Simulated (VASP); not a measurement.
Set up this calculation in VASP 6.6.1, as the native input.

```
Task                   : single point
Functional             : PBEsol
Potentials or basis    : VASP PAW PBE potentials, release 64 (Si, C)
Cutoff                 : 520 eV
k mesh                 : 12 × 12 × 4
Occupations            : gaussian, width 0.01 eV
Spin                   : no spin polarisation
Dipole correction      : no
Further INCAR settings : ALGO = Normal; EDIFF = 1e-06; NBANDS = 16
```

The structure of SiC (Moissanite) lies in POSCAR:

```
SiC
1.0
    3.0344273363      0.0000000000      0.0000000000
   -1.5172136681      2.6278911571      0.0000000000
    0.0000000000      0.0000000000      4.9797754205
Si C
2 2
Direct
    0.3333333333      0.6666666667      0.0000000000
    0.6666666667      0.3333333333      0.5000000000
    0.3333333333      0.6666666667      0.3850000000
    0.6666666667      0.3333333333      0.8850000000
```

One way to write it, as run:

INCAR

```
SYSTEM = SiC
ALGO = Normal ; EDIFF = 1E-6
ENCUT = 520 ; GGA = PS
ISIF = 2 ; ISMEAR = 0
LASPH = .True. ; LCHARG = .False.
LREAL = .False. ; LWAVE = .False.
NBANDS = 16 ; NELM = 60
PREC = Accurate ; SIGMA = 0.01
```

KPOINTS

```
k-points
0
Gamma
  12 12 4
  0 0 0
```

Potentials or basis: VASP PAW PBE potentials, release 64 (Si, C).

Launch:

```bash
$ cat potpaw_PBE.64/Si/POTCAR potpaw_PBE.64/C/POTCAR > POTCAR
$ mpirun -np 1 vasp_std > vasp.out
```

Results of the run:

```yaml
Pressure: 10.5 GPa
Largest_force: 0.817 eV/Å
Band_gap_on_the_k_mesh: 2.08 eV, indirect (least direct gap 4.04 eV)
```

Caveat: the PAW data sets were made with another functional, which shifts forces and pressure a little.

It took 40 s on 1 thread of Intel Xeon 8259CL (shared host), peak memory 0.17 GiB.
